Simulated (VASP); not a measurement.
The system is TlO2.

```xyz
6
Lattice="5.0281 0.0000 0.0000 0.0000 5.0281 0.0000 0.0000 0.0000 3.4221" Properties=species:S:1:pos:R:3 pbc="T T T"
Tl    0.0000    0.0000    0.0000
Tl    2.5140    2.5140    1.7111
O     1.5691    1.5691    0.0000
O     0.9449    4.0832    1.7111
O     3.4589    3.4589    0.0000
O     4.0832    0.9449    1.7111
```

| Quantity | Value |
| --- | --- |
| Program | VASP 6.6.1 |
| Task | relaxation of cell and atoms |
| Functional | r2SCAN |
| Potentials or basis | VASP PAW PBE potentials, release 64 (Tl_d, O) |
| Cutoff | 660 eV |
| k mesh | 8 × 8 × 12 |
| Occupations | gaussian, width 0.1 eV |
| Spin | no spin polarisation |

At the start: pressure 0.4 GPa; volume 14.42 Å³/atom.

Question: How do energy, volume and symmetry change on relaxing?

Answer: Over 11 steps the energy falls by 2.3 meV/atom and the volume is 14.24 Å³/atom (-1.3 %); space group P4_2/mnm (No. 136, to 0.1 Å) before and after.

The path:
```csv
step,energy change (eV),largest force (eV/Å),pressure (GPa),volume (Å³)
1,0.0000,0.0542,0.41,86.52
2,-0.0017,0.0327,-0.50,86.98
3,-0.0017,0.0339,-0.46,86.96
4,-0.0038,0.0373,-0.44,86.76
5,-0.0095,0.0428,-0.29,86.16
6,-0.0118,0.0276,0.45,84.92
7,-0.0133,0.0259,0.00,85.54
8,-0.0135,0.0148,0.10,85.38
9,-0.0135,0.0125,0.13,85.35
10,-0.0133,0.0092,-0.26,85.56
11,-0.0136,0.0056,0.00,85.41
```

Final structure:
```yaml
crystal:
  lattice:
    - [4.93076, 0.00000, 0.00000]
    - [0.00000, 4.93076, 0.00000]
    - [0.00000, 0.00000, 3.51318]
  atoms:
    - { symbol: Tl, position: [0.00000, 0.00000, 0.00000] }
    - { symbol: Tl, position: [0.50000, 0.50000, 0.50000] }
    - { symbol: O, position: [0.30820, 0.30820, 0.00000] }
    - { symbol: O, position: [0.19180, 0.80820, 0.50000] }
    - { symbol: O, position: [0.69180, 0.69180, 0.00000] }
    - { symbol: O, position: [0.80820, 0.19180, 0.50000] }
```

Caveat: the PAW data sets were made with another functional, which shifts forces and pressure a little.
